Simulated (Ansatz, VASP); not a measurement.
CdSe in VASP and in Ansatz

```xyz
2
Lattice="0.0000 3.0076 3.0076 3.0076 0.0000 3.0076 3.0076 3.0076 0.0000" Properties=species:S:1:pos:R:3 pbc="T T T"
Cd    0.0000    0.0000    0.0000
Se    1.5038    1.5038    1.5038
```

Change from the starting cell: volume scaled by 0.94.

Alike in both runs: task single point; functional PBE; dispersion D4; k mesh 8 × 8 × 8; occupations fermi-dirac, width 0.05 eV; collinear spin; fixed moment 1 μB.

```csv
,VASP,Ansatz
version,VASP 6.6.1,Ansatz 0.2.0
potentials or method,"VASP PAW PBE potentials, release 64 (Cd, Se), cutoff 520 eV","all-electron LAPW, scalar-relativistic"
```

Ansatz gave:

| Quantity | Value |
| --- | --- |
| pressure (GPa) | 6.7 |
| size of the moment on the site where the two differ most (μB) | 0.43 |

Problem. Estimate VASP's values.

Solution. Pressure (GPa): 7.0; size of the moment on the site where the two differ most (μB): 0.40.

Site moments also hang on the region over which each program counts them. Ansatz ran all-electron here, and VASP with PAW potentials.
